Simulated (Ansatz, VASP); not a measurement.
## One calculation of Cu, two programs

```
Cu
1.0
     0.00000    1.75897    1.75897
     1.75897    0.00000    1.75897
     1.75897    1.75897    0.00000
Cu
1
Direct
  0.00000 0.00000 0.00000
```

Alike in both runs: functional LDA; k mesh 20 × 20 × 20; occupations gaussian, width 0.1 eV; no spin polarisation.

Ansatz relaxed the structure, and its values are those at the end. VASP's run is a single point on that final structure, the one shown.

|  | VASP | Ansatz |
| --- | --- | --- |
| version | VASP 6.6.1 | Ansatz 0.2.0 |
| potentials or method | VASP PAW LDA potentials, release 64 (Cu_sv_GW), cutoff 820 eV | scalar-relativistic, plane waves, PAW |
| valence electrons in the cell | 19 | 19 |

Ansatz gave:

| Quantity | Value |
| --- | --- |
| gap on the k mesh at the Fermi level (eV) | none |
| pressure (GPa) | 0.0 |

What did VASP give for the same quantities?

gap on the k mesh at the Fermi level (eV): none; pressure (GPa): -0.7.

Ansatz warns that its potentials were made for another functional, while VASP's fit it. LDA's correlation is that of Perdew and Zunger in VASP and of Perdew and Wang (1992) in Ansatz. A gap of «none» marks a metal or a gap that the smearing closes.
